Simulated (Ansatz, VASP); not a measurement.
**ZnSe in VASP and in Ansatz**

```
Zn Se
1.0
     0.00000    2.77379    2.77379
     2.77379    0.00000    2.77379
     2.77379    2.77379    0.00000
Zn Se
1 1
Direct
  0.00000 0.00000 0.00000
  0.25000 0.25000 0.25000
```

Change from the starting cell: hydrostatic strain -2.1%.

Alike in both runs: task single point; functional PBE; k mesh 8 × 8 × 8; occupations fermi-dirac, width 0.02 eV; no spin polarisation.

|  | VASP | Ansatz |
| --- | --- | --- |
| version | VASP 6.6.1 | Ansatz 0.2.0 |
| potentials or method | VASP PAW PBE potentials, release 64 (Zn, Se) | plane waves, PAW |
| plane-wave cutoff (eV) | 520 | 420 |
| valence electrons in the cell | 18 | 28 |

Ansatz gave:

* gap on the k mesh at the Fermi level (eV): 1.55
* pressure (GPa): 7.0

**Question.** What did VASP give for the same quantities?

**Answer.** gap on the k mesh at the Fermi level (eV): 1.56; pressure (GPa): 7.3.

VASP's potentials hold 18 valence electrons a cell and Ansatz's 28, so a difference there can come from the potentials and not from the codes.
